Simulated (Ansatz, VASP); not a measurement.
Os in VASP and in Ansatz

Contents of INCAR:

```
PREC = Accurate ; ENCUT = 520
EDIFF = 1E-6 ; ISMEAR = 0
SIGMA = 0.15 ; LREAL = F
LASPH = T ; NELM = 80
ALGO = Fast ; ISIF = 2
LWAVE = F ; LCHARG = T
GGA = PE ; LELF = T
LVHAR = T ; NBANDS = 15
```

File KPOINTS:

```
regular mesh
0
Gamma
  18 18 12
```

The input POSCAR:

```
Os
1.0
    2.6930884759      0.0000000000      0.0000000000
   -1.3465442380      2.4033170358      0.0000000000
    0.0000000000      0.0000000000      4.3197000000
Os
2
Direct
    0.3333333333      0.6666666667      0.2500000000
    0.6666666667      0.3333333333      0.7500000000
```

Input for Ansatz:

```yaml
crystal:
  lattice:
    - [2.6930884759, 0.0, 0.0]
    - [-1.346544238, 2.4033170358, 0.0]
    - [0.0, 0.0, 4.3197]
  atoms:
    - { symbol: Os, position: [0.3333333333, 0.6666666667, 0.25] }
    - { symbol: Os, position: [0.6666666667, 0.3333333333, 0.75] }
basis:
  ecutwfc: 420
kpoints:
  mp_grid: { grid: [18, 18, 12] }
hamiltonian:
  xc: pbe
scf:
  occupations: { method: gaussian, width: 0.15 }
output:
  forces: true
  stress: true
  eigenvalues: true
```

Change from the starting cell: strain -0.0150 x Voigt [1, -1, 0, 0, 0, 0], atoms carried along.

Alike in both runs: task single point; functional PBE; k mesh 18 × 18 × 12; occupations gaussian, width 0.15 eV; no spin polarisation.

|  | VASP | Ansatz |
| --- | --- | --- |
| version | VASP 6.6.1 | Ansatz 0.2.0 |
| potentials or method | VASP PAW PBE potentials, release 64 (Os), cutoff 520 eV | scalar-relativistic, plane waves, PAW |
| valence electrons in the cell | 16 | 32 |

```csv
,VASP,Ansatz,Ansatz less VASP
gap on the k mesh at the Fermi level (eV),none,none,-
pressure (GPa),9.1,9.1,+0.02
"traceless stress, the component that is largest in VASP (GPa)",8.62,8.63,+0.014
rms of the force components (eV/Å),0.047,0.049,+0.0019
```

Atom by atom the forces differ by 0.002 eV/Å (rms over components). A gap of «none» marks a metal or a gap that the smearing closes. VASP's potentials hold 16 valence electrons a cell and Ansatz's 32, so a difference there can come from the potentials and not from the codes.

Neither program's run includes spin-orbit coupling.
